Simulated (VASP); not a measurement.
Wanted: the native input for a VASP 6.6.1 run.

```yaml
Task: single point
Functional: PBE
Potentials_or_basis: VASP PAW PBE potentials, release 64 (Mo_sv)
Cutoff: 520 eV
k_mesh: 26 × 26 × 26
Occupations: gaussian, width 0.15 eV
Spin: no spin polarisation
Dipole_correction: no
Further_INCAR_settings: ALGO = Fast; EDIFF = 1e-07; NBANDS = 13
```

The structure of Mo lies in POSCAR:

```
Mo
1.0
   -1.5802194356      1.5960216300      1.5802194356
    1.5802194356     -1.5960216300      1.5802194356
    1.5802194356      1.5960216300     -1.5802194356
Mo
1
Direct
    0.0000000000      0.0000000000      0.0000000000
```

This cell differs from its parent crystal: strain +0.0100 x Voigt [0, 1, 0, 0, 0, 0].

The input as run:

INCAR

```
SYSTEM = Mo
  PREC = Accurate
  ENCUT = 520
  EDIFF = 1E-7
  ISMEAR = 0
  SIGMA = 0.15
  LREAL = .False.
  LASPH = .True.
  NELM = 60
  ALGO = Fast
  ISIF = 2
  LWAVE = .False.
  LCHARG = .True.
  GGA = PE
  LELF = .True.
  LVHAR = .True.
  NBANDS = 13
```

KPOINTS

```
Automatic mesh
0
Gamma
  26 26 26
  0 0 0
```

Potentials or basis: VASP PAW PBE potentials, release 64 (Mo_sv).

Launch:

```console
$ cat potpaw_PBE.64/Mo_sv/POTCAR > POTCAR
$ mpirun -np 1 vasp_std > vasp.out
```

It gave:

```
Pressure               : -1.9 GPa
Band gap on the k mesh : zero (band 7 reaches 16.13 eV, above the bottom of band 8 at 11.02 eV)
```

Caveat: the cell differs from its parent crystal (strain +0.0100 x Voigt [0, 1, 0, 0, 0, 0]).

Wall time 91 s on 1 thread of Intel(R) Xeon(R) 6975P-C (Granite Rapids) (shared host), peak memory 0.35 GiB.
